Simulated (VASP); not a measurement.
# AlInSb2 (P-4m2) in VASP: single point with LDA

Aim: the single point of AlInSb2 with LDA.

All numbers are computed with VASP 6.6.1; they aren't measurements. Logs are shortened: lines on timing, memory, paths and dates and some standing lists are left out, and cuts for length are marked.

**1. The cell of the first run**

It takes space group P-4m2 (No. 115, tetragonal). Conventional cell: a = 4.506 Å, b = 4.506 Å, c = 6.349 Å, α = 90.00°, β = 90.00°, γ = 90.00°. Within 3.6 Å of Al (site symmetry -4m2) lie 4 Sb at 2.70 Å. Within 3.7 Å of In (site symmetry -4m2) lie 4 Sb at 2.82 Å. Sb (site symmetry 2mm) has 2 Al at 2.70 Å and 2 In at 2.82 Å within 3.6 Å.

**2. Single point, LDA**

INCAR reads:

```
SYSTEM = AlInSb2
PREC     = Accurate       ! precision mode
ENCUT    = 520            ! plane-wave cutoff, eV
EDIFF    = 1E-6           ! SCF threshold, eV
ISMEAR   = 0              ! smearing method
SIGMA    = 0.03           ! smearing width, eV
LREAL    = .FALSE.        ! projectors in reciprocal space
LASPH    = .TRUE.         ! aspherical terms in the spheres
NELM     = 100            ! most SCF steps
ALGO     = Normal         ! electronic algorithm
ISIF     = 2              ! what is computed and relaxed
LWAVE    = .FALSE.        ! write WAVECAR
LCHARG   = .FALSE.        ! write CHGCAR
GGA      = CA             ! functional
NBANDS   = 36             ! bands
```

KPOINTS reads:

```
regular mesh
0
G
  7 7 3
  0 0 0
```

POSCAR reads:

```
AlInSb2
1.0
   -4.5061655400      0.0000000000      0.0000000000
    0.0000000000     -4.5061655400      0.0000000000
    0.0000000000      0.0000000000     12.6976459800
Al In Sb
2 2 4
Direct
    0.0000000000      0.0000000000      0.0000000000
    0.0000000000      0.0000000000      0.5000000000
    0.5000000000      0.5000000000      0.2500000000
    0.5000000000      0.5000000000      0.7500000000
    0.0000000000      0.5000000000      0.1166826850
    0.0000000000      0.5000000000      0.6166826850
    0.5000000000      0.0000000000      0.3833173150
    0.5000000000      0.0000000000      0.8833173150
```

Potentials or basis: VASP PAW LDA potentials, release 64 (Al, In_d, Sb).

Command:

```
$ cat potpaw_LDA.64/Al/POTCAR potpaw_LDA.64/In_d/POTCAR potpaw_LDA.64/Sb/POTCAR > POTCAR
$ mpirun -np 1 vasp_std > vasp.out
```

OUTCAR:

```text
SYSTEM = AlInSb2
   PREC = Accurate
   ENCUT = 520
   EDIFF = 1E-6
   ISMEAR = 0
   LREAL = .FALSE.
   LASPH = .TRUE.
   NELM = 100
   ISIF = 2
   GGA = CA

 ion  position               nearest neighbor table
   1  0.000  0.000  0.000-   5 2.70   8 2.70   5 2.70   8 2.70
   2  0.000  0.000  0.500-   6 2.70   7 2.70   6 2.70   7 2.70
   3  0.500  0.500  0.250-   5 2.82   7 2.82   7 2.82   5 2.82
   4  0.500  0.500  0.750-   6 2.82   8 2.82   8 2.82   6 2.82
   5  0.000  0.500  0.117-   1 2.70   1 2.70   3 2.82   3 2.82
   6  0.000  0.500  0.617-   2 2.70   2 2.70   4 2.82   4 2.82
   7  0.500  0.000  0.383-   2 2.70   2 2.70   3 2.82   3 2.82
   8  0.500  0.000  0.883-   1 2.70   1 2.70   4 2.82   4 2.82
[... 7 lines left out ...]
 A1 = (  -4.5061655400,   0.0000000000,   0.0000000000)
 A2 = (   0.0000000000,  -4.5061655400,   0.0000000000)
 A3 = (   0.0000000000,   0.0000000000,  12.6976459800)

Analysis of symmetry for initial positions (statically):
=====================================================================
 Subroutine PRICEL returns following result:

  LATTYP: Found a simple tetragonal cell.
 ALAT       =     4.5061655400
 C/A-ratio  =     1.4089191650

  Lattice vectors:

 A1 = (  -4.5061655400,   0.0000000000,   0.0000000000)
 A2 = (   0.0000000000,  -4.5061655400,   0.0000000000)
 A3 = (   0.0000000000,   0.0000000000,   6.3488229900)

   2 primitive cells build up your supercell.

 Routine SETGRP: Setting up the symmetry group for a
 simple tetragonal supercell.

 Subroutine GETGRP returns: Found  8 space group operations
 (whereof  8 operations were pure point group operations)
 out of a pool of 16 trial point group operations.

The static configuration has the point symmetry D_2d.

Analysis of symmetry for dynamics (positions and initial velocities):
=====================================================================
 Subroutine PRICEL returns following result:

  LATTYP: Found a simple tetragonal cell.
 ALAT       =     4.5061655400
 C/A-ratio  =     1.4089191650

  Lattice vectors:

 A1 = (  -4.5061655400,   0.0000000000,   0.0000000000)
 A2 = (   0.0000000000,  -4.5061655400,   0.0000000000)
 A3 = (   0.0000000000,   0.0000000000,   6.3488229900)

   2 primitive cells build up your supercell.

[... 107 lines left out ...]
   LREAL  =      F    real-space projection
   EDIFFG = 0.1E-04   stopping-criterion for IOM
   NSW    =      0    number of steps for IOM
   IBRION =     -1    ionic relax: 0-MD 1-quasi-New 2-CG
   NFREE  =      0    steps in history (QN), initial steepest desc. (CG)
   ISIF   =      2    stress and relaxation
   ISYM   =      2    0-nonsym 1-usesym 2-fastsym
   POTIM  = 0.5000    time-step for ionic-motion
   TEBEG  =    0.0;   TEEND  =   0.0 temperature during run
   PSTRESS=    0.0 pullay stress
   NELECT =      52.0000    total number of electrons
   NUPDOWN=      -1.0000    fix difference up-down
   EMIN   =  10.00;   EMAX   =-10.00  energy-range for DOS
   EFERMI =   0.00;   METHOD = LEGACY
   ISMEAR =     0;   SIGMA  =   0.03  broadening in eV -4-tet -1-fermi 0-gaus
   EFERMI_NEDOS =   21; number of points for ismear=-14 and -15
   IALGO  =     38    algorithm
   IMIX   =      4    mixing-type and parameters
     AMIX     =   0.40;   BMIX     =  1.00
     AMIX_MAG =   1.60;   BMIX_MAG =  1.00
  volume/ion in A,a.u.               =      32.23       217.49
  Fermi-wavevector in a.u.,A,eV,Ry     =   0.960056  1.814244 12.540604  0.921708
  Thomas-Fermi vector in A             =   2.089307
   LORBIT       =      0    0 simple, 1 ext, 2 COOP (PROOUT), +10 PAW based schemes
   GGA     = CA    functional components
   LHFCALC =     F    Hartree Fock is set to
   AEXX    =    0.0000 exact exchange contribution
   IVDW    =     0    specifies the selected vdW correction
   LEPSILON=     F    determine dielectric tensor
   LRPA    =     F    only Hartree local field effects (RPA)
 non-spin polarized calculation
 Gauss-broadening in eV      SIGMA  =   0.03
  energy-cutoff  :      520.00
  volume of cell :      257.83
 maximum number of plane-waves:      6963
 NGX is ok and might be reduce to    36
   NGX = 17   NGY = 17   NGZ = 47

 number of electron      52.0000022 magnetization

 Free energy of the ion-electron system (eV)
  ---------------------------------------------------
  ext. energy  EPLUGINS =         0.00000000
  ---------------------------------------------------
  free energy    TOTEN  =       -34.88049999 eV

  energy without entropy =      -34.88049999  energy(sigma->0) =      -34.88049999

 E-fermi :   4.7232     XC(G=0):  -8.8508

 val. band max:        4.5487756761   @ k =   0.0000   0.0000   0.0000
 cond. band min:       4.8539244280   @ k =   0.0000   0.0000   0.0000
 fundamental gap:      0.3051487520
 Fermi energy:         4.7231652636

 k-point     1 :       0.0000    0.0000    0.0000
  band No.  band energies     occupation
      1      -9.8877      2.00000
      2      -9.8863      2.00000
      3      -9.8248      2.00000
      4      -9.8248      2.00000
      5      -9.8245      2.00000
      6      -9.8245      2.00000
[... 769 lines left out ...]
     35       9.4716      0.00000
     36      10.2960      0.00000

------------------------ aborting loop because EDIFF is reached ----------------------------------------

  FORCE on cell =-STRESS in cart. coord.  units (eV):
  Direction    XX          YY          ZZ          XY          YZ          ZX
  --------------------------------------------------------------------------------------
  -------------------------------------------------------------------------------------
  Total       -3.0356732     -3.0356732     -2.9482520      0.0000000     -0.0000000      0.0000000
  in kB      -18.8637532    -18.8637532    -18.3205152      0.0000000     -0.0000000      0.0000000
  external PRESSURE =     -18.6826739 kB  Pullay stress =       0.0000000 kB

 VOLUME and BASIS-vectors are now :
 -----------------------------------------------------------------------------
  energy-cutoff  :      520.00
  volume of cell :      257.83
      direct lattice vectors                 reciprocal lattice vectors
    -4.506165540  0.000000000  0.000000000    -0.221918168  0.000000000  0.000000000
     0.000000000 -4.506165540  0.000000000     0.000000000 -0.221918168  0.000000000
     0.000000000  0.000000000 12.697645980     0.000000000  0.000000000  0.078754755

 POSITION                                       TOTAL-FORCE (eV/Angst)
 -----------------------------------------------------------------------------------
      0.00000      0.00000      0.00000        -0.000000     -0.000000      0.000000
      0.00000      0.00000      6.34882        -0.000000     -0.000000      0.000000
     -2.25308     -2.25308      3.17441        -0.000000      0.000000     -0.000000
     -2.25308     -2.25308      9.52323         0.000000      0.000000     -0.000000
      0.00000     -2.25308      1.48160        -0.000000     -0.000000      0.073488
      0.00000     -2.25308      7.83042        -0.000000     -0.000000      0.073488
     -2.25308      0.00000      4.86723        -0.000000     -0.000000     -0.073488
     -2.25308      0.00000     11.21605        -0.000000     -0.000000     -0.073488
 -----------------------------------------------------------------------------------
    total drift:                               -0.000000     -0.000000      0.000000

  FREE ENERGIE OF THE ION-ELECTRON SYSTEM (eV)
  ---------------------------------------------------
  free  energy   TOTEN  =       -34.8804999860 eV

  energy  without entropy=      -34.8804999860  energy(sigma->0) =      -34.88049999
```

stdout:

```text
POSCAR found type information on POSCAR AlInSb
 POSCAR found :  3 types and       8 ions
 scaLAPACK will be used
 LDA part: xc-table for (Slater(with rela. corr.)+CA(PZ))
 , standard interpolation
 POSCAR, INCAR and KPOINTS ok, starting setup
 FFT: planning ... GRIDC
 FFT: planning ... GRID_SOFT
 FFT: planning ... GRID
 WAVECAR not read
 entering main loop
```

It took 5 min on 1 thread of Intel Xeon 8259CL, shared host; peak memory 0.38 GiB.

Results:

| Property | Result |
| --- | --- |
| Free energy | -34.8805 eV |
| Pressure | -1.9 GPa |
| Largest force | 0.073 eV/Å |
| Band gap on the k mesh | 0.31 eV |

Forces on the atoms (eV/Å):
```
Al   0.000  0.000  0.000
Al   0.000  0.000  0.000
In   0.000  0.000  0.000
In   0.000  0.000  0.000
Sb   0.000  0.000  0.073
Sb   0.000  0.000  0.073
Sb   0.000  0.000 -0.073
Sb   0.000  0.000 -0.073
```

Levels at points of the mesh, in eV from the valence-band top:
| k point | band 22 | band 23 | band 24 | band 25 | band 26 | band 27 | band 28 | band 29 | band 30 | band 31 |
| --- | --- | --- | --- | --- | --- | --- | --- | --- | --- | --- |
| (0.00, 0.00, 0.00) | -1.16 | -1.16 | -0.17 | 0.00 | 0.00 | 0.31 | 1.26 | 1.35 | 1.37 | 1.59 |

Caveat: spin-orbit coupling is left out, which moves the levels of the heavy elements; an odd mesh through Γ misses points on the zone boundary, where band edges can lie.
